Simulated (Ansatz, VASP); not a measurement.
## NaRuS2 in VASP and in Ansatz

```
Na Ru S
1.0
     1.85548    1.07126    6.73610
    -1.85548    1.07126    6.73610
     0.00000   -2.14252    6.73610
Na Ru S
1 1 2
Direct
  0.50000 0.50000 0.50000
  0.00000 0.00000 0.00000
  0.26670 0.26670 0.26670
  0.73330 0.73330 0.73330
```

Alike in both runs: task single point; functional PBE; k mesh 6 × 6 × 6; occupations gaussian, width 0.05 eV; collinear spin; Hubbard terms Ru d U = 3.0 eV.

|  | VASP | Ansatz |
| --- | --- | --- |
| version | VASP 6.6.1 | Ansatz 0.2.0 |
| potentials or method | VASP PAW PBE potentials, release 64 (Na_pv, Ru_pv, S), cutoff 520 eV | scalar-relativistic, plane waves, PAW |
| valence electrons in the cell | 33 | 37 |

```csv
,VASP,Ansatz,Ansatz less VASP
gap on the k mesh at the Fermi level (eV),none,none,-
pressure (GPa),-8.1,-8.7,-0.57
"traceless stress, the component that is largest in VASP (GPa)",-0.53,-0.70,-0.170
rms of the force components (eV/Å),0.429,0.477,+0.0479
net moment per atom (μB),0.25,0.25,0.000
size of the moment on the site where the two differ most (μB),0.83,0.65,-0.176
```

Site moments also hang on the region over which each program counts them. The programs project onto different local orbitals, so the same U acts differently, and such runs can settle in different states. Atom by atom the forces differ by 0.048 eV/Å (rms over components). A gap of «none» marks a metal or a gap that the smearing closes. VASP's potentials hold 33 valence electrons a cell and Ansatz's 37, so a difference there can come from the potentials and not from the codes. Ansatz's warnings: filled band counts differ across k points.
